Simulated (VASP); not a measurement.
# Rh (P6_3/mmc) in VASP: a series of runs

The runs below take Rh through single point, with r2SCAN.

All numbers are computed with VASP 6.6.1; they aren't measurements. Logs are shortened: lines on timing, memory, paths and dates and some standing lists are left out, and cuts for length are marked.

### Step 1. The cell of the first run

It takes space group P6_3/mmc (No. 194, hexagonal). The conventional cell has a = 2.794 Å, b = 2.794 Å, c = 9.117 Å, α = 90.00°, β = 90.00°, γ = 120.00°. Within 3.7 Å of Rh (site symmetry -3m) lie 12 Rh at 2.79 Å. Rh (site symmetry -6m2) has 12 Rh at 2.79 Å within 3.7 Å.

### Step 2. Single point, r2SCAN (volume scaled by 1.12)

The input, POSCAR:

```
Rh
1.0
    2.7939444905      0.0000000000      0.0000000000
   -1.3969722452      2.4196269056      0.0000000000
    0.0000000000      0.0000000000      9.1174781672
Rh
4
Direct
    0.0000000000      1.0000000000      0.0000000000
    0.0000000000      1.0000000000      0.5000000000
    0.3333333333      0.6666666667      0.2500000000
    0.6666666667      0.3333333333      0.7500000000
```

The input, INCAR.step1:

```
SYSTEM = Rh
PREC = Accurate
ENCUT = 520
ISMEAR = -1
SIGMA = 0.1
LREAL = .FALSE.
LASPH = .TRUE.
NELM = 100
NBANDS = 38
GGA = PE
ALGO = Normal
EDIFF = 1E-4
LWAVE = .TRUE.
LCHARG = .FALSE.
```

The input, INCAR.step2:

```
SYSTEM = Rh
PREC = Accurate
ENCUT = 520
EDIFF = 1E-7
ISMEAR = -1
SIGMA = 0.1
LREAL = .FALSE.
LASPH = .TRUE.
NELM = 100
ALGO = Normal
ISIF = 2
LWAVE = .FALSE.
LCHARG = .TRUE.
METAGGA = R2SCAN
LMIXTAU = .TRUE.
LELF = .TRUE.
LVHAR = .TRUE.
NBANDS = 38
ISTART = 1
```

The input, KPOINTS:

```
Automatic mesh
0
G
  15 15 4
  0 0 0
```

Potentials or basis: VASP PAW PBE potentials, release 64 (Rh_pv).

Command:

```bash
$ cat potpaw_PBE.64/Rh_pv/POTCAR > POTCAR
$ cp INCAR.step1 INCAR
$ mpirun -np 1 vasp_std > vasp.out
$ cp INCAR.step2 INCAR
$ mpirun -np 1 vasp_std > vasp.out
```

OUTCAR:

```text
SYSTEM = Rh
   PREC = Accurate
   ENCUT = 520
   EDIFF = 1E-7
   ISMEAR = -1
   LREAL = .FALSE.
   LASPH = .TRUE.
   NELM = 100
   ISIF = 2
   METAGGA = R2SCAN
   ISTART = 1

 ion  position               nearest neighbor table
   1  0.000  0.000  0.000-   3 2.79   4 2.79   4 2.79   3 2.79   4 2.79   3 2.79
   2  0.000  0.000  0.500-   3 2.79   4 2.79   4 2.79   3 2.79   4 2.79   3 2.79
   3  0.333  0.667  0.250-   1 2.79   2 2.79   1 2.79   2 2.79   1 2.79   2 2.79
   4  0.667  0.333  0.750-   1 2.79   2 2.79   1 2.79   2 2.79   1 2.79   2 2.79

  LATTYP: Found a hexagonal cell.
 ALAT       =     2.7939444905
 C/A-ratio  =     3.2632996819

  Lattice vectors:

 A1 = (   2.7939444905,   0.0000000000,   0.0000000000)
 A2 = (  -1.3969722452,   2.4196269056,   0.0000000000)
 A3 = (   0.0000000000,   0.0000000000,   9.1174781672)

Analysis of symmetry for initial positions (statically):
=====================================================================
 Subroutine PRICEL returns:
 Original cell was already a primitive cell.

 Routine SETGRP: Setting up the symmetry group for a
 hexagonal supercell.

 Subroutine GETGRP returns: Found 24 space group operations
 (whereof 12 operations were pure point group operations)
 out of a pool of 24 trial point group operations.

The static configuration has the point symmetry D_3d.
 The point group associated with its full space group is D_6h.

Analysis of symmetry for dynamics (positions and initial velocities):
=====================================================================
 Subroutine PRICEL returns:
 Original cell was already a primitive cell.

 Routine SETGRP: Setting up the symmetry group for a
 hexagonal supercell.

 Subroutine GETGRP returns: Found 24 space group operations
 (whereof 12 operations were pure point group operations)
 out of a pool of 24 trial point group operations.

The dynamic configuration has the point symmetry D_3d.
 The point group associated with its full space group is D_6h.

 Subroutine INISYM returns: Found 24 space group operations
 (whereof 12 operations are pure point group operations),
 and found     1 'primitive' translations

----------------------------------------------------------------------------------------

                                     Primitive cell

  volume of cell :      61.6369

  direct lattice vectors                    reciprocal lattice vectors
     2.793944490  0.000000000  0.000000000     0.357916918  0.206643429  0.000000000
    -1.396972245  2.419626906  0.000000000     0.000000000  0.413286857  0.000000000
     0.000000000  0.000000000  9.117478167     0.000000000  0.000000000  0.109679451

  length of vectors
     2.793944490  2.793944491  9.117478167     0.413286857  0.413286857  0.109679451

  position of ions in fractional coordinates (direct lattice)
     0.000000000  0.000000000  0.000000000
     0.000000000  0.000000000  0.500000000
     0.333333333  0.666666667  0.250000000
     0.666666667  0.333333333  0.750000000

  ion indices of the primitive-cell ions
   primitive index   ion index
                 1           1
                 2           2
                 3           3
                 4           4

----------------------------------------------------------------------------------------

 KPOINTS: Automatic mesh

Automatic generation of k-mesh.
 Grid dimensions read from file:
 generate k-points for:   15   15    4

 Generating k-lattice:

  Cartesian coordinates                     Fractional coordinates (reciprocal lattice)
     0.023861128  0.013776229  0.000000000     0.066666667  0.000000000  0.000000000
     0.000000000  0.027552457  0.000000000     0.000000000  0.066666667  0.000000000
     0.000000000  0.000000000  0.027419863     0.000000000  0.000000000  0.250000000

  Length of vectors
     0.027552457  0.027552457  0.027419863

  Shift w.r.t. Gamma in fractional coordinates (k-lattice)
     0.000000000  0.000000000  0.000000000

 Subroutine IBZKPT returns following result:
 ===========================================

 Found     81 irreducible k-points:

 Following reciprocal coordinates:
            Coordinates               Weight
  0.000000  0.000000  0.000000      1.000000
  0.066667  0.000000  0.000000      6.000000
  0.133333  0.000000  0.000000      6.000000
  0.200000 -0.000000  0.000000      6.000000
  0.266667  0.000000  0.000000      6.000000
  0.333333  0.000000  0.000000      6.000000
[... 16 lines left out ...]
  0.333333  0.200000  0.000000     12.000000
  0.400000  0.200000  0.000000      6.000000
 [... further k-points ...]
   k-points           NKPTS =     81   k-points in BZ     NKDIM =     81   number of bands    NBANDS=     38
   number of dos      NEDOS =    301   number of ions     NIONS =      4
   total plane-waves  NPLWV =  40320
   dimension x,y,z NGX =    24 NGY =   24 NGZ =   70
   dimension x,y,z NGXF=    48 NGYF=   48 NGZF=  140
   ions per type =               4
   NGX,Y,Z   is equivalent  to a cutoff of  14.28, 14.28, 12.76 a.u.
   NGXF,Y,Z  is equivalent  to a cutoff of  28.56, 28.56, 25.53 a.u.
 SYSTEM =  Rh
   PREC   = accura    normal or accurate (medium, high low for compatibility)
   ISTART =      1    job   : 0-new  1-cont  2-samecut
   ICHARG =      0    charge: 1-file 2-atom 10-const
   ISPIN  =      1    spin polarized calculation?
   LNONCOLLINEAR =      F non collinear calculations
   LSORBIT =      F    spin-orbit coupling
   LASPH  =      T    aspherical Exc in radial PAW
   ENCUT  =  520.0 eV  38.22 Ry    6.18 a.u.   5.19  5.19 16.95*2*pi/ulx,y,z
   NELM   =    100;   NELMIN=  2; NELMDL=  0     # of ELM steps
   EDIFF  = 0.1E-06   stopping-criterion for ELM
   LREAL  =      F    real-space projection
   EDIFFG = 0.1E-05   stopping-criterion for IOM
   NSW    =      0    number of steps for IOM
   IBRION =     -1    ionic relax: 0-MD 1-quasi-New 2-CG
   NFREE  =      0    steps in history (QN), initial steepest desc. (CG)
   ISIF   =      2    stress and relaxation
   ISYM   =      2    0-nonsym 1-usesym 2-fastsym
   POTIM  = 0.5000    time-step for ionic-motion
   TEBEG  =    0.0;   TEEND  =   0.0 temperature during run
   PSTRESS=    0.0 pullay stress
   NELECT =      60.0000    total number of electrons
   NUPDOWN=      -1.0000    fix difference up-down
   EMIN   =  10.00;   EMAX   =-10.00  energy-range for DOS
   EFERMI =   0.00;   METHOD = LEGACY
   ISMEAR =    -1;   SIGMA  =   0.10  broadening in eV -4-tet -1-fermi 0-gaus
   EFERMI_NEDOS =   21; number of points for ismear=-14 and -15
   IALGO  =     38    algorithm
   IMIX   =      4    mixing-type and parameters
     AMIX     =   0.40;   BMIX     =  1.00
     AMIX_MAG =   1.60;   BMIX_MAG =  1.00
  volume/ion in A,a.u.               =      15.41       103.99
  Fermi-wavevector in a.u.,A,eV,Ry     =   1.622476  3.066035 35.816362  2.632428
  Thomas-Fermi vector in A             =   2.716083
   LORBIT       =      0    0 simple, 1 ext, 2 COOP (PROOUT), +10 PAW based schemes
   METAGGA = R2SCAN    functional components
   LHFCALC =     F    Hartree Fock is set to
   AEXX    =    0.0000 exact exchange contribution
   IVDW    =     0    specifies the selected vdW correction
   LEPSILON=     F    determine dielectric tensor
   LRPA    =     F    only Hartree local field effects (RPA)
 non-spin polarized calculation
  energy-cutoff  :      520.00
  volume of cell :       61.64
 maximum number of plane-waves:      1682
 NGX is ok and might be reduce to    24
   NGX = 11   NGY = 11   NGZ = 33

 number of electron      59.9999992 magnetization

 Free energy of the ion-electron system (eV)
  ---------------------------------------------------
  ext. energy  EPLUGINS =         0.00000000
  ---------------------------------------------------
  free energy    TOTEN  =       -96.04688303 eV

  energy without entropy =      -95.82277165  energy(sigma->0) =      -95.93482734

 E-fermi :   9.7761     XC(G=0): -14.3620

 val. band max:        9.7744887565   @ k =   0.3333   0.0667   0.0000
 cond. band min:       9.7783246863   @ k =   0.3333   0.0000   0.0000
 fundamental gap:      0.0038359298
 Fermi energy:         9.7760531235

 k-point     1 :       0.0000    0.0000    0.0000
  band No.  band energies     occupation
      1     -38.3404      2.00000
      2     -38.0813      2.00000
      3     -38.0782      2.00000
      4     -37.8881      2.00000
      5     -37.8881      2.00000
      6     -37.8585      2.00000
[... 30 lines left out ...]
     37      17.7032      0.00000
     38      24.4143      0.00000

 k-point     2 :       0.0667    0.0000    0.0000
  band No.  band energies     occupation
      1     -38.3330      2.00000
      2     -38.0831      2.00000
      3     -38.0805      2.00000
      4     -37.9053      2.00000
      5     -37.8936      2.00000
      6     -37.8716      2.00000
[... 30 lines left out ...]
     37      17.6902      0.00000
     38      24.5367      0.00000

 k-point     3 :       0.1333    0.0000    0.0000
  band No.  band energies     occupation
      1     -38.3116      2.00000
      2     -38.0915      2.00000
      3     -38.0911      2.00000
      4     -37.9528      2.00000
      5     -37.9090      2.00000
      6     -37.9072      2.00000
[... 30 lines left out ...]
     37      17.6632      0.00000
     38      24.8404      0.00000

 k-point     4 :       0.2000   -0.0000    0.0000
  band No.  band energies     occupation
      1     -38.2787      2.00000
      2     -38.1214      2.00000
      3     -38.1148      2.00000
      4     -38.0202      2.00000
      5     -37.9665      2.00000
      6     -37.9312      2.00000
[... 30 lines left out ...]
     37      17.6576      0.00000
     38      24.5765      0.00000
[... 703 lines left out ...]
      4     -38.1675      2.00000
      5     -38.1428      2.00000
      6     -38.0639      2.00000
[... 30 lines left out ...]
     37      19.3256      0.00000
     38      19.4442      0.00000

 k-point    23 :       0.3333    0.2000    0.0000
  band No.  band energies     occupation
      1     -38.2816      2.00000
      2     -38.2581      2.00000
      3     -38.2091      2.00000
      4     -38.1868      2.00000
      5     -38.1098      2.00000
      6     -38.0828      2.00000
[... 30 lines left out ...]
     37      19.2430      0.00000
     38      19.2600      0.00000

 k-point    24 :       0.4000    0.2000    0.0000
  band No.  band energies     occupation
      1     -38.2903      2.00000
      2     -38.2649      2.00000
      3     -38.2157      2.00000
      4     -38.1942      2.00000
      5     -38.0956      2.00000
      6     -38.0852      2.00000
[... 30 lines left out ...]
     37      18.5196      0.00000
     38      18.5589      0.00000

 [... further k-points ...]
[... 5 lines left out ...]
  --------------------------------------------------------------------------------------
  -------------------------------------------------------------------------------------
  Total       -8.7284703     -8.7284703     -8.8197875     -0.0000000      0.0000000      0.0000000
  in kB     -226.8860572   -226.8860572   -229.2597397     -0.0000000      0.0000000      0.0000000
  external PRESSURE =    -227.6772847 kB  Pullay stress =       0.0000000 kB

 VOLUME and BASIS-vectors are now :
 -----------------------------------------------------------------------------
  energy-cutoff  :      520.00
  volume of cell :       61.64
      direct lattice vectors                 reciprocal lattice vectors
     2.793944490  0.000000000  0.000000000     0.357916918  0.206643429  0.000000000
    -1.396972245  2.419626906  0.000000000     0.000000000  0.413286857  0.000000000
     0.000000000  0.000000000  9.117478167     0.000000000  0.000000000  0.109679451

 POSITION                                       TOTAL-FORCE (eV/Angst)
 -----------------------------------------------------------------------------------
      0.00000      0.00000      0.00000         0.000000      0.000000     -0.000000
      0.00000      0.00000      4.55874         0.000000      0.000000     -0.000000
     -0.00000      1.61308      2.27937         0.000000      0.000000     -0.000000
      1.39697      0.80654      6.83811        -0.000000     -0.000000      0.000000
 -----------------------------------------------------------------------------------
    total drift:                               -0.000000      0.000000      0.000000

  FREE ENERGIE OF THE ION-ELECTRON SYSTEM (eV)
  ---------------------------------------------------
  free  energy   TOTEN  =       -96.0468830335 eV

  energy  without entropy=      -95.8227716481  energy(sigma->0) =      -95.93482734
```

It took 5.3 min on 1 thread of Intel Xeon 6975P-C (Granite Rapids), shared host; peak memory 0.28 GiB.

Results:

```yaml
Free_energy: -96.0469 eV
Pressure: -22.8 GPa
Band_gap_on_the_k_mesh: zero (band 30 reaches 10.43 eV, above the bottom of band 31 at 8.75 eV)
```

Caveat: the PAW data sets were made with another functional, which shifts forces and pressure a little.

(Continued in part 2 of 2.)
